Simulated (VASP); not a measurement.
# AlNi3 (Fm-3m) in VASP: a series of runs

The runs below take AlNi3 through single point, with LDA.

All numbers are computed with VASP 6.6.1; they aren't measurements. Logs are shortened: lines on timing, memory, paths and dates and some standing lists are left out, and cuts for length are marked.

**1. The cell of the first run**

The structure is cubic, space group Fm-3m (No. 225). Conventional cell: a = 5.535 Å, b = 5.535 Å, c = 5.535 Å, α = 90.00°, β = 90.00°, γ = 90.00°. Al (site symmetry m-3m) has 14 Ni at 2.40 to 2.77 Å within 3.2 Å. Ni (site symmetry -43m) has 4 Al at 2.40 Å and 10 Ni at 2.40 to 2.77 Å within 3.2 Å. Within 3.2 Å of Ni (site symmetry m-3m) lie 8 Ni at 2.40 Å and 6 Al at 2.77 Å.

**2. Single point, LDA, collinear spin, ferromagnetic start (10.60 Å³/atom)**

Contents of INCAR:

```
ALGO = Normal
EDIFF = 1E-7
ENCUT = 520
GGA = CA
ISIF = 2
ISMEAR = 0
ISPIN = 2
LASPH = True
LCHARG = False
LMAXMIX = 4
LORBIT = 11
LREAL = False
LWAVE = False
MAGMOM = 0 0.75 0.75 0.75
NBANDS = 28
NELM = 150
NUPDOWN = 2.25
PREC = Accurate
SIGMA = 0.15
```

Contents of KPOINTS:

```
k-points
0
Gamma
  14 14 14
```

Contents of POSCAR:

```
AlNi3
1.0
    0.0000000000      2.7677403110      2.7677403110
    2.7677403110      0.0000000000      2.7677403110
    2.7677403110      2.7677403110      0.0000000000
Al Ni
1 3
Direct
    0.5000000000      0.5000000000      0.5000000000
    0.2500000000      0.2500000000      0.2500000000
    0.0000000000      0.0000000000      0.0000000000
    0.7500000000      0.7500000000      0.7500000000
```

Potentials or basis: VASP PAW LDA potentials, release 64 (Al, Ni).

Run with:

```
$ cat potpaw_LDA.64/Al/POTCAR potpaw_LDA.64/Ni/POTCAR > POTCAR
$ mpirun -np 1 vasp_std > vasp.out
```

OUTCAR:

```text
EDIFF = 1E-7
   ENCUT = 520
   GGA = CA
   ISIF = 2
   ISMEAR = 0
   ISPIN = 2
   LASPH = True
   LORBIT = 11
   LREAL = False
   NELM = 150
   NUPDOWN = 2.25
   PREC = Accurate

 ion  position               nearest neighbor table
   1  0.500  0.500  0.500-   2 2.40   2 2.40   2 2.40   4 2.40   4 2.40   4 2.40   4 2.40   2 2.40
                             3 2.77   3 2.77   3 2.77   3 2.77   3 2.77   3 2.77
   2  0.250  0.250  0.250-   3 2.40   3 2.40   3 2.40   1 2.40   1 2.40   1 2.40   3 2.40   1 2.40
                             4 2.77   4 2.77   4 2.77   4 2.77   4 2.77   4 2.77
   3  0.000  0.000  0.000-   4 2.40   4 2.40   4 2.40   2 2.40   2 2.40   2 2.40   4 2.40   2 2.40
                             1 2.77   1 2.77   1 2.77   1 2.77   1 2.77   1 2.77
   4  0.750  0.750  0.750-   1 2.40   1 2.40   1 2.40   3 2.40   3 2.40   3 2.40   3 2.40   1 2.40
                             2 2.77   2 2.77   2 2.77   2 2.77   2 2.77   2 2.77

  LATTYP: Found a face centered cubic cell.
 ALAT       =     5.5354806220

  Lattice vectors:

 A1 = (   0.0000000000,   2.7677403110,   2.7677403110)
 A2 = (   2.7677403110,   0.0000000000,   2.7677403110)
 A3 = (   2.7677403110,   2.7677403110,   0.0000000000)

Analysis of symmetry for initial positions (statically):
=====================================================================
 Subroutine PRICEL returns:
 Original cell was already a primitive cell.

 Routine SETGRP: Setting up the symmetry group for a
 face centered cubic supercell.

 Subroutine GETGRP returns: Found 48 space group operations
 (whereof 48 operations were pure point group operations)
 out of a pool of 48 trial point group operations.

The static configuration has the point symmetry O_h .

Analysis of symmetry for dynamics (positions and initial velocities):
=====================================================================
 Subroutine PRICEL returns:
 Original cell was already a primitive cell.

 Routine SETGRP: Setting up the symmetry group for a
 face centered cubic supercell.

 Subroutine GETGRP returns: Found 48 space group operations
 (whereof 48 operations were pure point group operations)
 out of a pool of 48 trial point group operations.

The dynamic configuration has the point symmetry O_h .

Analysis of structural, dynamic, and magnetic symmetry:
=====================================================================
 Subroutine PRICEL returns:
 Original cell was already a primitive cell.

[... 133 lines left out ...]
  Fermi-wavevector in a.u.,A,eV,Ry     =   1.505835  2.845616 30.851754  2.267540
  Thomas-Fermi vector in A             =   2.616632
   LORBIT       =     11    0 simple, 1 ext, 2 COOP (PROOUT), +10 PAW based schemes
   GGA     = CA    functional components
   LHFCALC =     F    Hartree Fock is set to
   AEXX    =    0.0000 exact exchange contribution
   IVDW    =     0    specifies the selected vdW correction
   LEPSILON=     F    determine dielectric tensor
   LRPA    =     F    only Hartree local field effects (RPA)
 spin polarized calculation
 Gauss-broadening in eV      SIGMA  =   0.15
  energy-cutoff  :      520.00
  volume of cell :       42.40
 maximum number of plane-waves:      1163
 NGX is ok and might be reduce to    30
   NGX = 15   NGY = 15   NGZ = 15

 number of electron      33.0000034 magnetization       2.2500003

 Free energy of the ion-electron system (eV)
  ---------------------------------------------------
  ext. energy  EPLUGINS =         0.00000000
  ---------------------------------------------------
  free energy    TOTEN  =       -24.98049599 eV

  energy without entropy =      -24.90504421  energy(sigma->0) =      -24.94277010

 E-fermi :   9.8800     XC(G=0): -13.3334

 val. band max:       11.0904322357   @ k =   0.4286   0.2857   0.0714
 cond. band min:       9.8883686890   @ k =  -0.4286   0.2857   0.1429
 fundamental gap:     -1.2020635467
 Fermi energy:        11.1182032932

 spin component 1

 k-point     1 :       0.0000    0.0000    0.0000
  band No.  band energies     occupation
      1      -0.2827      1.00000
      2       5.9964      1.00000
      3       5.9964      1.00000
      4       6.2431      1.00000
      5       6.2431      1.00000
      6       6.2431      1.00000
[... 733 lines left out ...]
     27      24.2517      0.00000
     28      24.5531      0.00000

 [... further k-points ...]

 spin component 2

 k-point     1 :       0.0000    0.0000    0.0000
  band No.  band energies     occupation
      1      -0.1216      1.00000
      2       6.4922      1.00000
      3       6.4922      1.00000
      4       6.6657      1.00000
      5       6.6657      1.00000
      6       6.6657      1.00000
[... 733 lines left out ...]
     27      24.4968      0.00000
     28      24.7890      0.00000

 [... further k-points ...]
[... 5 lines left out ...]
  --------------------------------------------------------------------------------------
  -------------------------------------------------------------------------------------
  Total        1.2506871      1.2506871      1.2506871     -0.0000000     -0.0000000      0.0000000
  in kB       47.2555966     47.2555966     47.2555966     -0.0000000     -0.0000000      0.0000000
  external PRESSURE =      47.2555966 kB  Pullay stress =       0.0000000 kB

 VOLUME and BASIS-vectors are now :
 -----------------------------------------------------------------------------
  energy-cutoff  :      520.00
  volume of cell :       42.40
      direct lattice vectors                 reciprocal lattice vectors
     0.000000000  2.767740311  2.767740311    -0.180652787  0.180652787  0.180652787
     2.767740311  0.000000000  2.767740311     0.180652787 -0.180652787  0.180652787
     2.767740311  2.767740311  0.000000000     0.180652787  0.180652787 -0.180652787

 POSITION                                       TOTAL-FORCE (eV/Angst)
 -----------------------------------------------------------------------------------
      2.76774      2.76774      2.76774         0.000000     -0.000000     -0.000000
      1.38387      1.38387      1.38387         0.000000      0.000000      0.000000
      0.00000      0.00000      0.00000         0.000000     -0.000000     -0.000000
      4.15161      4.15161      4.15161        -0.000000     -0.000000     -0.000000
 -----------------------------------------------------------------------------------
    total drift:                                0.000000     -0.000000      0.000000

  FREE ENERGIE OF THE ION-ELECTRON SYSTEM (eV)
  ---------------------------------------------------
  free  energy   TOTEN  =       -24.9804959878 eV

  energy  without entropy=      -24.9050442104  energy(sigma->0) =      -24.94277010

 total charge

# of ion       s       p       d       tot
------------------------------------------
    1        0.414   0.447   0.000   0.861
    2        0.519   0.585   8.428   9.531
    3        0.519   0.578   8.363   9.461
    4        0.519   0.585   8.428   9.531
--------------------------------------------------
tot          1.970   2.194  25.220  29.384

 magnetization (x)

# of ion       s       p       d       tot
------------------------------------------
    1        0.004   0.028   0.000   0.033
    2        0.021   0.040   0.594   0.655
    3        0.011   0.037   0.739   0.787
    4        0.021   0.040   0.594   0.655
--------------------------------------------------
tot          0.058   0.146   1.927   2.131
```

Wall time 3.6 min (1 thread of Intel Xeon 6975P-C (Granite Rapids), shared host); peak memory 0.27 GiB.

What came out:

| Property | Result |
| --- | --- |
| Free energy | -24.9805 eV |
| Pressure | 4.7 GPa |
| Net moment | 2.25 μB per cell |
| Site moments | Al +0.03; Ni +0.66, +0.79 (each value once) μB |
| Valence electrons inside the program's atomic spheres | Al 0.86; Ni 9.53, 9.46 (each value once) |

Caveat: the cell stands under pressure; the total moment is fixed, so each spin has its own Fermi level and the state may be an excited one.

**3. Single point, LDA, collinear spin, ferromagnetic start (10.60 Å³/atom)**

Contents of INCAR:

```
SYSTEM = AlNi3
PREC = Accurate
ENCUT = 520
EDIFF = 1E-7
ISMEAR = 0
SIGMA = 0.15
LREAL = .False.
LASPH = .True.
NELM = 150
ALGO = Normal
ISIF = 2
LWAVE = .False.
LCHARG = .False.
ISPIN = 2
MAGMOM = 0 0.5 0.5 0.5
LORBIT = 11
NUPDOWN = 1.5
LMAXMIX = 4
GGA = CA
NBANDS = 28
```

Contents of KPOINTS:

```
Automatic mesh
0
Gamma
  14 14 14
  0 0 0
```

POSCAR is that of step 2.

Potentials or basis: VASP PAW LDA potentials, release 64 (Al, Ni).

Run with:

```
$ cat potpaw_LDA.64/Al/POTCAR potpaw_LDA.64/Ni/POTCAR > POTCAR
$ mpirun -np 1 vasp_std > vasp.out
```

Run time: 3.5 min. Hardware: 1 thread of Intel Xeon 6975P-C (Granite Rapids), shared host; peak memory 0.28 GiB.

The run converged. Its results:

| Quantity | Value |
| --- | --- |
| Free energy | -25.3537 eV |
| Pressure | 2.4 GPa |
| Net moment | 1.50 μB per cell |
| Site moments | Al +0.02; Ni +0.43, +0.56 (each value once) μB |
| Valence electrons inside the program's atomic spheres | Al 0.86; Ni 9.54, 9.47 (each value once) |

Caveat: the total moment is fixed, so each spin has its own Fermi level and the state may be an excited one.
